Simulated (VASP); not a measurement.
Input of a VASP 6.6.1 run:

The input INCAR:

```
SYSTEM = B5P3
PREC = Accurate ; ENCUT = 600
EDIFF = 1E-7 ; ISMEAR = 0
SIGMA = 0.1 ; LREAL = .FALSE.
LASPH = .TRUE. ; NELM = 100
ALGO = Normal ; ISIF = 3
LWAVE = .FALSE. ; LCHARG = .FALSE.
GGA = PE ; IBRION = 2
NSW = 90 ; EDIFFG = -0.04
```

The input KPOINTS:

```
Automatic mesh
0
G
  4 4 4
  0 0 0
```

Contents of POSCAR:

```
B5P3
1.0
   -2.9427982700      2.9427982700      3.7987310000
    2.9427982700     -2.9427982700      3.7987310000
    2.9427982700      2.9427982700     -3.7987310000
B P
5 3
Direct
    0.5000000000      0.5000000000      0.5000000000
    0.0000000000      0.0000000000      0.5000000000
    0.5000000000      0.0000000000      0.0000000000
    0.0000000000      0.5000000000      0.0000000000
    0.0000000000      0.0000000000      0.0000000000
    0.5000000000      0.0000000000      0.5000000000
    0.0000000000      0.5000000000      0.5000000000
    0.5000000000      0.5000000000      0.0000000000
```

Potentials or basis: VASP PAW PBE potentials, release 64 (B, P).

Command:

```console
$ cat potpaw_PBE.64/B/POTCAR potpaw_PBE.64/P/POTCAR > POTCAR
$ mpirun -np 1 vasp_std > vasp.out
```

(1) Predict the relaxed volume.

(2) What does it give for the relaxed cell?

(3) Predict the band gap on the k mesh.

Results:

(1) 8.95 Å³/atom.

(2) a = 4.561 Å, b = 4.561 Å, c = 4.561 Å, α = 114.27°, β = 114.27°, γ = 100.25°.

(3) zero (bands 15 and 16 overlap by 2.69 eV).

Caveat: the volume moved by over 15 % at a fixed basis, so the end points are rough.
